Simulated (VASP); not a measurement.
Hf, 2 atoms in the cell. The structure is hexagonal, space group P6_3/mmc (No. 194). The conventional cell has a = 3.205 Å, b = 3.205 Å, c = 5.270 Å, α = 90.00°, β = 90.00°, γ = 120.00°. Within 4.2 Å of Hf (site symmetry -6m2) lie 12 Hf at 3.20 to 3.22 Å. 

| Item | Value |
| --- | --- |
| Program | VASP 6.6.1 |
| Task | single point |
| Functional | PBE |
| Potentials or basis | VASP PAW PBE potentials, release 64 (Hf_pv) |
| Cutoff | 500 eV |
| k mesh | 18 × 18 × 10 |
| Occupations | gaussian, width 0.15 eV |
| Spin | no spin polarisation |
| Dipole correction | no |
| Further INCAR settings | ALGO = Normal; EDIFF = 1e-06; NBANDS = 17 |

Potentials or basis: VASP PAW PBE potentials, release 64 (Hf_pv).

Run with:

```console
$ cat potpaw_PBE.64/Hf_pv/POTCAR > POTCAR
$ mpirun -np 1 vasp_std > vasp.out
```

Hardware: 1 thread of Intel Xeon 6975P-C, on a shared host.

Task: Estimate the wall time of this run.

Result: Run time: 71 s on 1 thread of Intel Xeon 6975P-C, on a shared host, peak memory 0.27 GiB. Counts: scf iterations 12, k points 222.
